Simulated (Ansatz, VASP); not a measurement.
Two plane-wave programs on Al2BN3

Contents of INCAR:

```
PREC     = Accurate       # precision mode
ENCUT    = 520            # plane-wave cutoff, eV
EDIFF    = 1E-6           # SCF threshold, eV
ISMEAR   = -1             # smearing method
SIGMA    = 0.02           # smearing width, eV
LREAL    = False          # projectors in reciprocal space
LASPH    = True           # aspherical terms in the spheres
NELM     = 100            # most SCF steps
ALGO     = Normal         # electronic algorithm
ISIF     = 2              # what is computed and relaxed
LWAVE    = False          # write WAVECAR
LCHARG   = False          # write CHGCAR
GGA      = PE             # functional
NBANDS   = 21             # bands
```

The input KPOINTS:

```
regular mesh
0
Gamma
  12 12 4
```

File POSCAR:

```
Al2BN3
1.0
    2.9413941600      0.0000000000      0.0000000000
   -1.4706970800      2.5473220652      0.0000000000
    0.0000000000      0.0000000000      7.1800449146
B Al N
1 2 3
Direct
    0.0000000000      0.0000000000      0.0125449880
    0.6666666667      0.3333333333      0.6766337789
    0.3333333333      0.6666666667      0.3196956648
    0.6666666667      0.3333333333      0.9382271751
    0.3333333333      0.6666666667      0.5789656845
    0.0000000000      0.0000000000      0.2239327086
```

Input for Ansatz:

```yaml
crystal:
  lattice:
    - [2.94139416, 0.0, 0.0]
    - [-1.47069708, 2.5473220652, 0.0]
    - [0.0, 0.0, 7.1800449146]
  atoms:
    - { symbol: B, position: [0.0, 0.0, 0.012544988] }
    - { symbol: Al, position: [0.6666666667, 0.3333333333, 0.6766337789] }
    - { symbol: Al, position: [0.3333333333, 0.6666666667, 0.3196956648] }
    - { symbol: "N", position: [0.6666666667, 0.3333333333, 0.9382271751] }
    - { symbol: "N", position: [0.3333333333, 0.6666666667, 0.5789656845] }
    - { symbol: "N", position: [0.0, 0.0, 0.2239327086] }
kpoints:
  mp_grid: { grid: [12, 12, 4] }
  band_path:
    path:
      - [[0.0, 0.0, 0.0], [0.5, -5.260819078489e-17, -2.41751322539e-18], [0.3333333333333, 0.3333333333333, -3.223350967171e-18], [0.0, 0.0, 0.0], [-2.171867305602e-35, 3.251585935942e-35, 0.5], [0.5, -5.270954697103e-17, 0.5], [0.3333333333333, 0.3333333333333, 0.5], [-2.171867305602e-35, 3.251585935942e-35, 0.5]]
      - [[0.5, -5.270954697103e-17, 0.5], [0.5, -5.260819078489e-17, -2.41751322539e-18]]
      - [[0.3333333333333, 0.3333333333333, 0.5], [0.3333333333333, 0.3333333333333, -3.223350967171e-18]]
    npoints: 10
hamiltonian:
  xc: pbe
scf:
  occupations: { method: fermi_dirac, width: 0.02 }
  n_extra_bands: 5
output:
  forces: true
  stress: true
  eigenvalues: true
```

Alike in both runs: task single point; functional PBE; k mesh 12 × 12 × 4; occupations fermi-dirac, width 0.02 eV; no spin polarisation.

|  | VASP | Ansatz |
| --- | --- | --- |
| version | VASP 6.6.1 | Ansatz 0.2.0 |
| potentials or method | VASP PAW PBE potentials, release 64 (B, Al, N) | plane waves, PAW |
| plane-wave cutoff (eV) | 520 | 420 |
| valence electrons in the cell | 24 | 24 |

Ansatz gave:

* gap on the k mesh at the Fermi level (eV): 3.13
* pressure (GPa): 4.6
* traceless stress, the component that is largest in VASP (GPa): 0.63
* rms of the force components (eV/Å): 0.076

Estimate VASP's values.

gap on the k mesh at the Fermi level (eV): 3.13; pressure (GPa): 4.5; traceless stress, the component that is largest in VASP (GPa): 0.60; rms of the force components (eV/Å): 0.075.

Atom by atom the forces differ by 0.009 eV/Å (rms over components).
